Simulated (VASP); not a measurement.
Here is a VASP 6.6.1 calculation.

File INCAR:

```
SYSTEM = WS2
PREC     = Accurate       ! precision mode
ENCUT    = 520            ! plane-wave cutoff, eV
EDIFF    = 1E-8           ! SCF threshold, eV
ISMEAR   = 0              ! smearing method
SIGMA    = 0.01           ! smearing width, eV
LREAL    = .False.        ! projectors in reciprocal space
LASPH    = .True.         ! aspherical terms in the spheres
NELM     = 60             ! most SCF steps
ALGO     = Normal         ! electronic algorithm
ISIF     = 2              ! what is computed and relaxed
LWAVE    = .False.        ! write WAVECAR
LCHARG   = .False.        ! write CHGCAR
GGA      = CA             ! functional
NBANDS   = 20             ! bands
IBRION   = 8              ! ionic algorithm
NSW      = 1              ! ionic steps
```

KPOINTS

```
Automatic mesh
0
Gamma
  12 12 1
  0 0 0
```

The input POSCAR:

```
WS2
1.0
    3.1600000000      0.0000000000      0.0000000000
   -1.5800000000      2.7366402760      0.0000000000
    0.0000000000      0.0000000000     20.0000000000
W S
1 2
Direct
    0.3333333333      0.6666666667      0.5000000000
    0.6666666667      0.3333333333      0.5773900845
    0.6666666667      0.3333333333      0.4226099155
```

Potentials or basis: VASP PAW LDA potentials, release 64 (W_sv, S).

The run is started by

```sh
$ cat potpaw_LDA.64/W_sv/POTCAR potpaw_LDA.64/S/POTCAR > POTCAR
$ mpirun -np 1 vasp_std > vasp.out
```

(1) Predict the highest phonon frequency at Γ, LO-TO splitting left out.

Answers

(1) 438 cm⁻¹.

Caveat: there is no dipole correction, which matters where the two faces differ.
